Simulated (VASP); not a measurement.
Write the native input for VASP 6.6.1 that does the following.

```yaml
Task: single point
Functional: PBE
Potentials_or_basis: VASP PAW PBE potentials, release 64 (In_d, La, Hg)
Cutoff: 520 eV
k_mesh: 3 × 3 × 3
Occupations: gaussian, width 0.1 eV
Spin: no spin polarisation
Dipole_correction: no
Further_INCAR_settings: ALGO = Normal; EDIFF = 1e-06; NBANDS = 38
```

The structure of LaIn2Hg2 lies in POSCAR:

```
LaIn2Hg2
1.0
    5.9162340000      0.8611880000      0.2941590000
   -0.7361670000      4.5752100000      0.7644250000
   -1.1141690000     -0.4789630000      5.6316410000
In La Hg
2 1 2
Direct
    0.9245261094      0.3919636302      0.5064142985
    0.5049479012      0.5031350196      0.7198060109
    0.8033755319      0.9489946471      0.0660430279
    0.3465042450      0.9358983793      0.3275721125
    0.2486575815      0.9853002100      0.7999100123
```

These files were run (other wordings do the same):

INCAR

```
SYSTEM = LaIn2Hg2
  PREC = Accurate
  ENCUT = 520
  EDIFF = 1E-6
  ISMEAR = 0
  SIGMA = 0.1
  LREAL = .False.
  LASPH = .True.
  NELM = 60
  ALGO = Normal
  ISIF = 2
  LWAVE = .False.
  LCHARG = .False.
  GGA = PE
  NBANDS = 38
```

KPOINTS

```
Automatic mesh
0
Gamma
  3 3 3
  0 0 0
```

Potentials or basis: VASP PAW PBE potentials, release 64 (In_d, La, Hg).

Run with:

```sh
$ cat potpaw_PBE.64/In_d/POTCAR potpaw_PBE.64/La/POTCAR potpaw_PBE.64/Hg/POTCAR > POTCAR
$ mpirun -np 1 vasp_std > vasp.out
```

Results of the run:

```
Pressure      : -0.1 GPa
Largest force : 0.581 eV/Å
```

Caveat: the k points lie up to 0.45 Å⁻¹ apart.

Wall time 57 s on 1 thread of Intel(R) Xeon(R) 6975P-C (Granite Rapids), with other jobs on the host, peak memory 0.32 GiB.
